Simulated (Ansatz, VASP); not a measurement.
One calculation of Si2Ni, two programs

INCAR

```
  ALGO = Normal
  EDIFF = 1E-6
  ENCUT = 520
  GGA = CA
  ISIF = 2
  ISMEAR = -1
  LASPH = T
  LCHARG = F
  LREAL = F
  LWAVE = F
  NBANDS = 16
  NELM = 60
  PREC = Accurate
  SIGMA = 0.05
```

The input KPOINTS:

```
k-points
0
Gamma
  11 11 11
```

POSCAR

```
Si2Ni
1.0
    0.0000000000      2.3976768353      2.3976768353
    2.3976768353      0.0000000000      2.3976768353
    2.3976768353      2.3976768353      0.0000000000
Ni Si
1 2
Direct
    0.0000000000      0.0000000000      0.0000000000
    0.2500000000      0.2500000000      0.2500000000
    0.7500000000      0.7500000000      0.7500000000
```

Input for Ansatz:

```yaml
crystal:
  lattice:
    - [0.0, 2.3976768353, 2.3976768353]
    - [2.3976768353, 0.0, 2.3976768353]
    - [2.3976768353, 2.3976768353, 0.0]
  atoms:
    - { symbol: Ni, position: [0.0, 0.0, 0.0] }
    - { symbol: Si, position: [0.25, 0.25, 0.25] }
    - { symbol: Si, position: [0.75, 0.75, 0.75] }
kpoints:
  mp_grid: { grid: [11, 11, 11] }
scf:
  occupations: { method: fermi_dirac, width: 0.05 }
hamiltonian:
  xc: lda
  pseudopotentials: { kind: all_electron, lapw: { basis_error: 0.001 } }
output:
  forces: true
  stress: true
  eigenvalues: true
  populations: true
```

Change from the starting cell: volume scaled by 0.72, LAPW.

Alike in both runs: task single point; functional LDA; k mesh 11 × 11 × 11; occupations fermi-dirac, width 0.05 eV; no spin polarisation.

|  | VASP | Ansatz |
| --- | --- | --- |
| version | VASP 6.6.1 | Ansatz 0.2.0 |
| potentials or method | VASP PAW LDA potentials, release 64 (Ni, Si), cutoff 520 eV | all-electron LAPW, scalar-relativistic |

Ansatz gave:

| Quantity | Value |
| --- | --- |
| pressure (GPa) | 116.4 |

Q: What did VASP give for the same quantities?

A: Pressure (GPa): 117.1.

LDA's correlation is that of Perdew and Zunger in VASP and of Perdew and Wang (1992) in Ansatz. Both programs put the cell under a high pressure, so it lies far from rest at this level. Ansatz ran all-electron here, and VASP with PAW potentials.

Noted on VASP's run: the cell as given lies far from equilibrium.
